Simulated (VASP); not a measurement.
# CdSe in VASP: further runs

The runs below take CdSe through single point, with PBE.

Everything below comes from runs of VASP 6.6.1. Logs are shortened: lines on timing, memory, paths and dates and some standing lists are left out, and cuts for length are marked.

## Step 1: The cell of the first run

It takes space group F-43m (No. 216, cubic). The conventional cell has a = 6.261 Å, b = 6.261 Å, c = 6.261 Å, α = 90.00°, β = 90.00°, γ = 90.00°. Cd (site symmetry -43m) has 4 Se at 2.71 Å within 3.6 Å. Within 3.6 Å of Se (site symmetry -43m) lie 4 Cd at 2.71 Å.

## Step 2: Single point, PBE (volume scaled by 1.06)

Input file INCAR:

```
SYSTEM = CdSe
PREC = Accurate ; ENCUT = 520
EDIFF = 1E-7 ; ISMEAR = -1
SIGMA = 0.03 ; LREAL = .False.
LASPH = .True. ; NELM = 80
ALGO = Normal ; ISIF = 2
LWAVE = .False. ; LCHARG = .False.
GGA = PE ; NBANDS = 16
```

Input file KPOINTS:

```
regular mesh
0
Gamma
  8 8 8
  0 0 0
```

Input file POSCAR:

```
CdSe
1.0
    0.0000000000      3.1304878824      3.1304878824
    3.1304878824      0.0000000000      3.1304878824
    3.1304878824      3.1304878824      0.0000000000
Cd Se
1 1
Direct
    0.0000000000      0.0000000000      0.0000000000
    0.2500000000      0.2500000000      0.2500000000
```

Potentials or basis: VASP PAW PBE potentials, release 64 (Cd, Se).

On the command line:

```
> cat potpaw_PBE.64/Cd/POTCAR potpaw_PBE.64/Se/POTCAR > POTCAR
> mpirun -np 1 vasp_std > vasp.out
```

OUTCAR:

```text
SYSTEM = CdSe
   PREC = Accurate
   ENCUT = 520
   EDIFF = 1E-7
   ISMEAR = -1
   LREAL = .False.
   LASPH = .True.
   NELM = 80
   ISIF = 2
   GGA = PE

 ion  position               nearest neighbor table
   1  0.000  0.000  0.000-   2 2.71   2 2.71   2 2.71   2 2.71
   2  0.250  0.250  0.250-   1 2.71   1 2.71   1 2.71   1 2.71

  LATTYP: Found a face centered cubic cell.
 ALAT       =     6.2609757648

  Lattice vectors:

 A1 = (   0.0000000000,   3.1304878824,   3.1304878824)
 A2 = (   3.1304878824,   0.0000000000,   3.1304878824)
 A3 = (   3.1304878824,   3.1304878824,   0.0000000000)

Analysis of symmetry for initial positions (statically):
=====================================================================
 Subroutine PRICEL returns:
 Original cell was already a primitive cell.

 Routine SETGRP: Setting up the symmetry group for a
 face centered cubic supercell.

 Subroutine GETGRP returns: Found 24 space group operations
 (whereof 24 operations were pure point group operations)
 out of a pool of 48 trial point group operations.

The static configuration has the point symmetry T_d .

Analysis of symmetry for dynamics (positions and initial velocities):
=====================================================================
 Subroutine PRICEL returns:
 Original cell was already a primitive cell.

 Routine SETGRP: Setting up the symmetry group for a
 face centered cubic supercell.

 Subroutine GETGRP returns: Found 24 space group operations
 (whereof 24 operations were pure point group operations)
 out of a pool of 48 trial point group operations.

The dynamic configuration has the point symmetry T_d .

 Subroutine INISYM returns: Found 24 space group operations
 (whereof 24 operations are pure point group operations),
 and found     1 'primitive' translations

----------------------------------------------------------------------------------------

                                     Primitive cell

  volume of cell :      61.3573

  direct lattice vectors                    reciprocal lattice vectors
     0.000000000  3.130487882  3.130487882    -0.159719513  0.159719513  0.159719513
     3.130487882  0.000000000  3.130487882     0.159719513 -0.159719513  0.159719513
     3.130487882  3.130487882  0.000000000     0.159719513  0.159719513 -0.159719513

  length of vectors
     4.427178420  4.427178420  4.427178420     0.276642311  0.276642311  0.276642311

  position of ions in fractional coordinates (direct lattice)
     0.000000000  0.000000000  0.000000000
     0.250000000  0.250000000  0.250000000

  ion indices of the primitive-cell ions
   primitive index   ion index
                 1           1
                 2           2

----------------------------------------------------------------------------------------

 KPOINTS: regular mesh

Automatic generation of k-mesh.
 Grid dimensions read from file:
 generate k-points for:    8    8    8

 Generating k-lattice:

  Cartesian coordinates                     Fractional coordinates (reciprocal lattice)
    -0.019964939  0.019964939  0.019964939     0.125000000  0.000000000  0.000000000
     0.019964939 -0.019964939  0.019964939     0.000000000  0.125000000  0.000000000
     0.019964939  0.019964939 -0.019964939     0.000000000  0.000000000  0.125000000

  Length of vectors
     0.034580289  0.034580289  0.034580289

  Shift w.r.t. Gamma in fractional coordinates (k-lattice)
     0.000000000  0.000000000  0.000000000

 Subroutine IBZKPT returns following result:
 ===========================================

 Found     29 irreducible k-points:

 Following reciprocal coordinates:
            Coordinates               Weight
  0.000000  0.000000  0.000000      1.000000
  0.125000  0.000000  0.000000      8.000000
  0.250000  0.000000  0.000000      8.000000
  0.375000  0.000000  0.000000      8.000000
  0.500000  0.000000  0.000000      4.000000
  0.125000  0.125000  0.000000      6.000000
[... 16 lines left out ...]
  0.500000  0.250000  0.125000     48.000000
 -0.375000  0.250000  0.125000     24.000000
 [... further k-points ...]
   k-points           NKPTS =     29   k-points in BZ     NKDIM =     29   number of bands    NBANDS=     16
   number of dos      NEDOS =    301   number of ions     NIONS =      2
   total plane-waves  NPLWV =  46656
   dimension x,y,z NGX =    36 NGY =   36 NGZ =   36
   dimension x,y,z NGXF=    72 NGYF=   72 NGZF=   72
   ions per type =               1   1
   NGX,Y,Z   is equivalent  to a cutoff of  13.52, 13.52, 13.52 a.u.
   NGXF,Y,Z  is equivalent  to a cutoff of  27.04, 27.04, 27.04 a.u.
 SYSTEM =  CdSe
   PREC   = accura    normal or accurate (medium, high low for compatibility)
   ISTART =      0    job   : 0-new  1-cont  2-samecut
   ICHARG =      2    charge: 1-file 2-atom 10-const
   ISPIN  =      1    spin polarized calculation?
   LNONCOLLINEAR =      F non collinear calculations
   LSORBIT =      F    spin-orbit coupling
   LASPH  =      T    aspherical Exc in radial PAW
   ENCUT  =  520.0 eV  38.22 Ry    6.18 a.u.   8.23  8.23  8.23*2*pi/ulx,y,z
   NELM   =     80;   NELMIN=  2; NELMDL= -5     # of ELM steps
   EDIFF  = 0.1E-06   stopping-criterion for ELM
   LREAL  =      F    real-space projection
   EDIFFG = 0.1E-05   stopping-criterion for IOM
   NSW    =      0    number of steps for IOM
   IBRION =     -1    ionic relax: 0-MD 1-quasi-New 2-CG
   NFREE  =      0    steps in history (QN), initial steepest desc. (CG)
   ISIF   =      2    stress and relaxation
   ISYM   =      2    0-nonsym 1-usesym 2-fastsym
   POTIM  = 0.5000    time-step for ionic-motion
   TEBEG  =    0.0;   TEEND  =   0.0 temperature during run
   PSTRESS=    0.0 pullay stress
   NELECT =      18.0000    total number of electrons
   NUPDOWN=      -1.0000    fix difference up-down
   EMIN   =  10.00;   EMAX   =-10.00  energy-range for DOS
   EFERMI =   0.00;   METHOD = LEGACY
   ISMEAR =    -1;   SIGMA  =   0.03  broadening in eV -4-tet -1-fermi 0-gaus
   EFERMI_NEDOS =   21; number of points for ismear=-14 and -15
   IALGO  =     38    algorithm
   IMIX   =      4    mixing-type and parameters
     AMIX     =   0.40;   BMIX     =  1.00
     AMIX_MAG =   1.60;   BMIX_MAG =  1.00
  volume/ion in A,a.u.               =      30.68       207.03
  Fermi-wavevector in a.u.,A,eV,Ry     =   1.087786  2.055618 16.099493  1.183279
  Thomas-Fermi vector in A             =   2.223954
   LORBIT       =      0    0 simple, 1 ext, 2 COOP (PROOUT), +10 PAW based schemes
   GGA     = PE    functional components
   LHFCALC =     F    Hartree Fock is set to
   AEXX    =    0.0000 exact exchange contribution
   IVDW    =     0    specifies the selected vdW correction
   LEPSILON=     F    determine dielectric tensor
   LRPA    =     F    only Hartree local field effects (RPA)
 non-spin polarized calculation
  energy-cutoff  :      520.00
  volume of cell :       61.36
 maximum number of plane-waves:      1676
 NGX is ok and might be reduce to    36
   NGX = 17   NGY = 17   NGZ = 17

 number of electron      18.0000002 magnetization

 Free energy of the ion-electron system (eV)
  ---------------------------------------------------
  ext. energy  EPLUGINS =         0.00000000
  ---------------------------------------------------
  free energy    TOTEN  =        -5.49412233 eV

  energy without entropy =       -5.49411937  energy(sigma->0) =       -5.49412085

 E-fermi :   0.5241     XC(G=0):  -8.4963

 val. band max:        0.2909695242   @ k =   0.0000   0.0000   0.0000
 cond. band min:       0.7190763844   @ k =   0.0000   0.0000   0.0000
 fundamental gap:      0.4281068602
 Fermi energy:         0.5240754483

 k-point     1 :       0.0000    0.0000    0.0000
  band No.  band energies     occupation
      1     -11.8537      2.00000
      2      -7.3911      2.00000
      3      -7.3911      2.00000
      4      -7.3911      2.00000
      5      -7.1026      2.00000
      6      -7.1026      2.00000
[... 8 lines left out ...]
     15      11.1878      0.00000
     16      11.1878      0.00000

 k-point     2 :       0.1250    0.0000    0.0000
  band No.  band energies     occupation
      1     -11.8102      2.00000
      2      -7.3778      2.00000
      3      -7.3778      2.00000
      4      -7.3482      2.00000
      5      -7.1032      2.00000
      6      -7.1032      2.00000
[... 8 lines left out ...]
     15      10.4888      0.00000
     16      10.4888      0.00000

 k-point     3 :       0.2500    0.0000    0.0000
  band No.  band energies     occupation
      1     -11.7043      2.00000
      2      -7.3485      2.00000
      3      -7.3485      2.00000
      4      -7.2098      2.00000
      5      -7.1006      2.00000
      6      -7.1006      2.00000
[... 8 lines left out ...]
     15      10.2494      0.00000
     16      10.2740      0.00000

 k-point     4 :       0.3750    0.0000    0.0000
  band No.  band energies     occupation
      1     -11.5973      2.00000
      2      -7.3252      2.00000
      3      -7.3252      2.00000
      4      -7.0909      2.00000
      5      -7.0909      2.00000
      6      -6.9955      2.00000
[... 8 lines left out ...]
     15      11.0442      0.00000
     16      11.0442      0.00000
[... 324 lines left out ...]
 k-point    22 :       0.3750    0.2500    0.1250
  band No.  band energies     occupation
      1     -11.6259      2.00000
      2      -7.3154      2.00000
      3      -7.3007      2.00000
      4      -7.1725      2.00000
      5      -7.0926      2.00000
      6      -7.0607      2.00000
[... 8 lines left out ...]
     15      11.5677      0.00000
     16      12.5967      0.00000

 k-point    23 :       0.5000    0.2500    0.1250
  band No.  band energies     occupation
      1     -11.5410      2.00000
      2      -7.2932      2.00000
      3      -7.2797      2.00000
      4      -7.1334      2.00000
      5      -7.0851      2.00000
      6      -6.9030      2.00000
[... 8 lines left out ...]
     15      11.8186      0.00000
     16      12.6217      0.00000

 k-point    24 :      -0.3750    0.2500    0.1250
  band No.  band energies     occupation
      1     -11.5059      2.00000
      2      -7.2887      2.00000
      3      -7.2706      2.00000
      4      -7.1158      2.00000
      5      -7.0893      2.00000
      6      -6.8005      2.00000
[... 8 lines left out ...]
     15      11.7089      0.00000
     16      12.6107      0.00000

 [... further k-points ...]
[... 5 lines left out ...]
  --------------------------------------------------------------------------------------
  -------------------------------------------------------------------------------------
  Total       -0.4169702     -0.4169702     -0.4169702      0.0000000     -0.0000000     -0.0000000
  in kB      -10.8880342    -10.8880342    -10.8880342      0.0000000     -0.0000000     -0.0000000
  external PRESSURE =     -10.8880342 kB  Pullay stress =       0.0000000 kB

 VOLUME and BASIS-vectors are now :
 -----------------------------------------------------------------------------
  energy-cutoff  :      520.00
  volume of cell :       61.36
      direct lattice vectors                 reciprocal lattice vectors
     0.000000000  3.130487882  3.130487882    -0.159719513  0.159719513  0.159719513
     3.130487882  0.000000000  3.130487882     0.159719513 -0.159719513  0.159719513
     3.130487882  3.130487882  0.000000000     0.159719513  0.159719513 -0.159719513

 POSITION                                       TOTAL-FORCE (eV/Angst)
 -----------------------------------------------------------------------------------
      0.00000      0.00000      0.00000         0.000000     -0.000000      0.000000
      1.56524      1.56524      1.56524        -0.000000      0.000000     -0.000000
 -----------------------------------------------------------------------------------
    total drift:                               -0.000000     -0.000000     -0.000000

  FREE ENERGIE OF THE ION-ELECTRON SYSTEM (eV)
  ---------------------------------------------------
  free  energy   TOTEN  =        -5.4941223340 eV

  energy  without entropy=       -5.4941193688  energy(sigma->0) =       -5.49412085
```

It took 14 s on 1 thread of Intel Xeon 6975P-C (Granite Rapids), shared host; peak memory 0.21 GiB.

Results:

- Free energy: -5.4941 eV
- Pressure: -1.1 GPa
- Band gap on the k mesh: 0.43 eV, direct

(Part 1 of 3 ends here.)
